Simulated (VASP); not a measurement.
**Mg: single point with PBEsol**

The system is Mg.

```xyz
2
Lattice="2.8482 0.0000 0.0000 -1.4241 2.7793 0.0000 0.0000 0.0000 5.2103" Properties=species:S:1:pos:R:3 pbc="T T T"
Mg    0.0000    1.8529    1.3026
Mg    1.4241    0.9264    3.9077
```

This cell differs from its parent crystal: strain -0.1125 x Voigt [1, 0, 0, 0, 0, 0].

- Program: VASP 6.6.1
- Task: single point
- Functional: PBEsol
- Potentials or basis: VASP PAW PBE potentials, release 64 (Mg)
- Cutoff: 520 eV
- k mesh: 18 × 18 × 10
- Occupations: gaussian, width 0.15 eV
- Spin: no spin polarisation

```yaml
Pressure: 4.7 GPa
Largest_force: 0.105 eV/Å
Band_gap_on_the_k_mesh: zero (band 2 reaches 4.31 eV, above the bottom of band 3 at 1.38 eV)
```

Forces on the atoms (eV/Å):
```
Mg   0.000  0.105  0.000
Mg   0.000 -0.105  0.000
```

Stress tensor (GPa, compression positive):
```
11.52  0.00  0.00
 0.00  1.23  0.00
 0.00  0.00  1.20
```

Levels at points of the mesh, in eV from the Fermi level:
| k point | band 1 | band 2 | band 3 | band 4 | band 5 | band 6 |
| --- | --- | --- | --- | --- | --- | --- |
| (0.00, 0.00, 0.00) | -7.37 | -2.15 | -1.76 | 10.58 | 10.66 | 12.26 |
| (0.50, 0.00, 0.00) | -1.85 | -1.57 | 3.19 | 3.23 | 3.53 | 4.07 |
| (0.00, 0.50, 0.00) | -2.63 | -2.61 | 2.10 | 2.55 | 2.71 | 3.22 |
| (0.00, 0.00, 0.50) | -5.99 | -5.99 | 4.47 | 4.47 | 11.40 | 11.40 |
| (0.50, 0.00, 0.50) | -0.83 | -0.83 | 0.14 | 0.14 | 8.07 | 8.07 |
| (0.00, 0.50, 0.50) | -1.58 | -1.58 | -0.96 | -0.96 | 8.38 | 8.38 |

Wall time 92 s on 1 thread of Intel(R) Xeon(R) Platinum 8259CL CPU @ 2.50GHz (Skylake/Cascade Lake), with other jobs on the host, peak memory 0.31 GiB.

Caveat: the cell differs from its parent crystal (strain -0.1125 x Voigt [1, 0, 0, 0, 0, 0]); the PAW data sets were made with another functional, which shifts forces and pressure a little.
